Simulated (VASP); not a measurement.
# BAs (F-43m) in VASP: further runs, part 2 of 3

VASP 6.6.1.

### 5 Single point, PBE

Input file INCAR:

```
SYSTEM = BAs
  PREC = Accurate
  ENCUT = 520
  EDIFF = 1E-7
  ISMEAR = 0
  SIGMA = 0.028000000000000004
  LREAL = .FALSE.
  LASPH = .TRUE.
  NELM = 60
  ALGO = Normal
  ISIF = 2
  LWAVE = .FALSE.
  LCHARG = .FALSE.
  GGA = PE
  NBANDS = 11
```

Input file KPOINTS:

```
regular mesh
0
G
  10 10 10
  0 0 0
```

Input file POSCAR:

```
BAs
1.0
    0.0000000000      2.3885000000      2.3885000000
    2.3885000000      0.0000000000      2.3885000000
    2.3885000000      2.3885000000      0.0000000000
As B
1 1
Direct
    0.7500000000      0.7500000000      0.7500000000
    0.0000000000      0.0000000000      0.0000000000
```

Potentials or basis: VASP PAW PBE potentials, release 64 (As, B).

Command:

```
cat potpaw_PBE.64/As/POTCAR potpaw_PBE.64/B/POTCAR > POTCAR
mpirun -np 1 vasp_std > vasp.out
```

OUTCAR:

```text
SYSTEM = BAs
   PREC = Accurate
   ENCUT = 520
   EDIFF = 1E-7
   ISMEAR = 0
   LREAL = .FALSE.
   LASPH = .TRUE.
   NELM = 60
   ISIF = 2
   GGA = PE

 ion  position               nearest neighbor table
   1  0.750  0.750  0.750-   2 2.07   2 2.07   2 2.07   2 2.07
   2  0.000  0.000  0.000-   1 2.07   1 2.07   1 2.07   1 2.07

  LATTYP: Found a face centered cubic cell.
 ALAT       =     4.7770000000

  Lattice vectors:

 A1 = (   0.0000000000,   2.3885000000,   2.3885000000)
 A2 = (   2.3885000000,   0.0000000000,   2.3885000000)
 A3 = (   2.3885000000,   2.3885000000,   0.0000000000)

Analysis of symmetry for initial positions (statically):
=====================================================================
 Subroutine PRICEL returns:
 Original cell was already a primitive cell.

 Routine SETGRP: Setting up the symmetry group for a
 face centered cubic supercell.

 Subroutine GETGRP returns: Found 24 space group operations
 (whereof 24 operations were pure point group operations)
 out of a pool of 48 trial point group operations.

The static configuration has the point symmetry T_d .

Analysis of symmetry for dynamics (positions and initial velocities):
=====================================================================
 Subroutine PRICEL returns:
 Original cell was already a primitive cell.

 Routine SETGRP: Setting up the symmetry group for a
 face centered cubic supercell.

 Subroutine GETGRP returns: Found 24 space group operations
 (whereof 24 operations were pure point group operations)
 out of a pool of 48 trial point group operations.

The dynamic configuration has the point symmetry T_d .

 Subroutine INISYM returns: Found 24 space group operations
 (whereof 24 operations are pure point group operations),
 and found     1 'primitive' translations

----------------------------------------------------------------------------------------

                                     Primitive cell

  volume of cell :      27.2525

  direct lattice vectors                    reciprocal lattice vectors
     0.000000000  2.388500000  2.388500000    -0.209336404  0.209336404  0.209336404
     2.388500000  0.000000000  2.388500000     0.209336404 -0.209336404  0.209336404
     2.388500000  2.388500000  0.000000000     0.209336404  0.209336404 -0.209336404

  length of vectors
     3.377849094  3.377849094  3.377849094     0.362581287  0.362581287  0.362581287

  position of ions in fractional coordinates (direct lattice)
     0.750000000  0.750000000  0.750000000
     0.000000000  0.000000000  0.000000000

  ion indices of the primitive-cell ions
   primitive index   ion index
                 1           1
                 2           2

----------------------------------------------------------------------------------------

 KPOINTS: regular mesh

Automatic generation of k-mesh.
 Grid dimensions read from file:
 generate k-points for:   10   10   10

 Generating k-lattice:

  Cartesian coordinates                     Fractional coordinates (reciprocal lattice)
    -0.020933640  0.020933640  0.020933640     0.100000000  0.000000000  0.000000000
     0.020933640 -0.020933640  0.020933640     0.000000000  0.100000000  0.000000000
     0.020933640  0.020933640 -0.020933640     0.000000000  0.000000000  0.100000000

  Length of vectors
     0.036258129  0.036258129  0.036258129

  Shift w.r.t. Gamma in fractional coordinates (k-lattice)
     0.000000000  0.000000000  0.000000000

 Subroutine IBZKPT returns following result:
 ===========================================

 Found     47 irreducible k-points:

 Following reciprocal coordinates:
            Coordinates               Weight
  0.000000  0.000000  0.000000      1.000000
  0.100000  0.000000  0.000000      8.000000
  0.200000  0.000000  0.000000      8.000000
  0.300000  0.000000  0.000000      8.000000
  0.400000  0.000000  0.000000      8.000000
  0.500000  0.000000  0.000000      4.000000
[... 16 lines left out ...]
  0.300000  0.300000  0.000000      6.000000
  0.400000  0.300000  0.000000     24.000000
 [... further k-points ...]
   k-points           NKPTS =     47   k-points in BZ     NKDIM =     47   number of bands    NBANDS=     11
   number of dos      NEDOS =    301   number of ions     NIONS =      2
   total plane-waves  NPLWV =  21952
   dimension x,y,z NGX =    28 NGY =   28 NGZ =   28
   dimension x,y,z NGXF=    56 NGYF=   56 NGZF=   56
   ions per type =               1   1
   NGX,Y,Z   is equivalent  to a cutoff of  13.78, 13.78, 13.78 a.u.
   NGXF,Y,Z  is equivalent  to a cutoff of  27.56, 27.56, 27.56 a.u.
 SYSTEM =  BAs
   PREC   = accura    normal or accurate (medium, high low for compatibility)
   ISTART =      0    job   : 0-new  1-cont  2-samecut
   ICHARG =      2    charge: 1-file 2-atom 10-const
   ISPIN  =      1    spin polarized calculation?
   LNONCOLLINEAR =      F non collinear calculations
   LSORBIT =      F    spin-orbit coupling
   LASPH  =      T    aspherical Exc in radial PAW
   ENCUT  =  520.0 eV  38.22 Ry    6.18 a.u.   6.28  6.28  6.28*2*pi/ulx,y,z
   NELM   =     60;   NELMIN=  2; NELMDL= -5     # of ELM steps
   EDIFF  = 0.1E-06   stopping-criterion for ELM
   LREAL  =      F    real-space projection
   EDIFFG = 0.1E-05   stopping-criterion for IOM
   NSW    =      0    number of steps for IOM
   IBRION =     -1    ionic relax: 0-MD 1-quasi-New 2-CG
   NFREE  =      0    steps in history (QN), initial steepest desc. (CG)
   ISIF   =      2    stress and relaxation
   ISYM   =      2    0-nonsym 1-usesym 2-fastsym
   POTIM  = 0.5000    time-step for ionic-motion
   TEBEG  =    0.0;   TEEND  =   0.0 temperature during run
   PSTRESS=    0.0 pullay stress
   NELECT =       8.0000    total number of electrons
   NUPDOWN=      -1.0000    fix difference up-down
   EMIN   =  10.00;   EMAX   =-10.00  energy-range for DOS
   EFERMI =   0.00;   METHOD = LEGACY
   ISMEAR =     0;   SIGMA  =   0.03  broadening in eV -4-tet -1-fermi 0-gaus
   EFERMI_NEDOS =   21; number of points for ismear=-14 and -15
   IALGO  =     38    algorithm
   IMIX   =      4    mixing-type and parameters
     AMIX     =   0.40;   BMIX     =  1.00
     AMIX_MAG =   1.60;   BMIX_MAG =  1.00
  volume/ion in A,a.u.               =      13.63        91.95
  Fermi-wavevector in a.u.,A,eV,Ry     =   1.088018  2.056057 16.106360  1.183784
  Thomas-Fermi vector in A             =   2.224191
   LORBIT       =      0    0 simple, 1 ext, 2 COOP (PROOUT), +10 PAW based schemes
   GGA     = PE    functional components
   LHFCALC =     F    Hartree Fock is set to
   AEXX    =    0.0000 exact exchange contribution
   IVDW    =     0    specifies the selected vdW correction
   LEPSILON=     F    determine dielectric tensor
   LRPA    =     F    only Hartree local field effects (RPA)
 non-spin polarized calculation
 Gauss-broadening in eV      SIGMA  =   0.03
  energy-cutoff  :      520.00
  volume of cell :       27.25
 maximum number of plane-waves:       754
 NGX is ok and might be reduce to    28
   NGX = 13   NGY = 13   NGZ = 13

 number of electron       8.0000000 magnetization

 Free energy of the ion-electron system (eV)
  ---------------------------------------------------
  ext. energy  EPLUGINS =         0.00000000
  ---------------------------------------------------
  free energy    TOTEN  =       -11.40640282 eV

  energy without entropy =      -11.40640282  energy(sigma->0) =      -11.40640282

 E-fermi :   6.2384     XC(G=0): -10.5843

 val. band max:        6.1261798751   @ k =   0.0000   0.0000   0.0000
 cond. band min:       7.3017354821   @ k =   0.4000   0.4000   0.0000
 fundamental gap:      1.1755556070
 Fermi energy:         6.2384222907

 k-point     1 :       0.0000    0.0000    0.0000
  band No.  band energies     occupation
      1      -9.2750      2.00000
      2       6.1262      2.00000
      3       6.1262      2.00000
      4       6.1262      2.00000
      5       9.4027      0.00000
      6       9.4027      0.00000
      7       9.4027      0.00000
      8      10.8130      0.00000
      9      15.7091      0.00000
     10      19.0767      0.00000
     11      19.0767      0.00000
[... 309 lines left out ...]
 k-point    24 :       0.4000    0.3000    0.0000
  band No.  band energies     occupation
      1      -6.6309      2.00000
      2      -0.3315      2.00000
      3       2.1498      2.00000
      4       2.6400      2.00000
      5       7.8224      0.00000
      6       9.5221      0.00000
      7      14.9619      0.00000
      8      15.1947      0.00000
      9      18.1794      0.00000
     10      21.9433      0.00000
     11      21.9977      0.00000

 [... further k-points ...]
[... 5 lines left out ...]
  --------------------------------------------------------------------------------------
  -------------------------------------------------------------------------------------
  Total        0.5835160      0.5835160      0.5835160      0.0000000      0.0000000     -0.0000000
  in kB       34.3050134     34.3050134     34.3050134      0.0000000      0.0000000     -0.0000000
  external PRESSURE =      34.3050134 kB  Pullay stress =       0.0000000 kB

 VOLUME and BASIS-vectors are now :
 -----------------------------------------------------------------------------
  energy-cutoff  :      520.00
  volume of cell :       27.25
      direct lattice vectors                 reciprocal lattice vectors
     0.000000000  2.388500000  2.388500000    -0.209336404  0.209336404  0.209336404
     2.388500000  0.000000000  2.388500000     0.209336404 -0.209336404  0.209336404
     2.388500000  2.388500000  0.000000000     0.209336404  0.209336404 -0.209336404

 POSITION                                       TOTAL-FORCE (eV/Angst)
 -----------------------------------------------------------------------------------
      3.58275      3.58275      3.58275         0.000000      0.000000      0.000000
      0.00000      0.00000      0.00000        -0.000000     -0.000000     -0.000000
 -----------------------------------------------------------------------------------
    total drift:                                0.000000      0.000000      0.000000

  FREE ENERGIE OF THE ION-ELECTRON SYSTEM (eV)
  ---------------------------------------------------
  free  energy   TOTEN  =       -11.4064028171 eV

  energy  without entropy=      -11.4064028171  energy(sigma->0) =      -11.40640282
```

stdout:

```text
POSCAR found type information on POSCAR AsB
 POSCAR found :  2 types and       2 ions
 scaLAPACK will be used
 LDA part: xc-table for (Slater+PW92), standard interpolation
 POSCAR, INCAR and KPOINTS ok, starting setup
 FFT: planning ... GRIDC
 FFT: planning ... GRID_SOFT
 FFT: planning ... GRID
 WAVECAR not read
 entering main loop
```

It took 8 s on 1 thread of Intel Xeon 6975P-C (Granite Rapids), shared host; peak memory 0.16 GiB.

Results:

```yaml
Free_energy: -11.4064 eV
Pressure: 3.4 GPa
Band_gap_on_the_k_mesh: 1.18 eV, indirect (least direct gap 3.28 eV)
```

Levels at points of the mesh, in eV from the valence-band top:
```tsv
k point	band 1	band 2	band 3	band 4	band 5	band 6	band 7	band 8
(0.00, 0.00, 0.00)	-15.40	0.00	0.00	0.00	3.28	3.28	3.28	4.69
(0.50, 0.00, 0.00)	-12.53	-8.79	-1.82	-1.82	2.69	4.78	4.78	8.86
(0.50, 0.50, 0.00)	-11.21	-8.53	-4.08	-4.08	1.43	1.44	11.37	11.37
```

A k mesh can miss the band edges. PBE gaps usually lie below the measured ones, often by a third to a half.

(Part 2 of 3 ends here.)
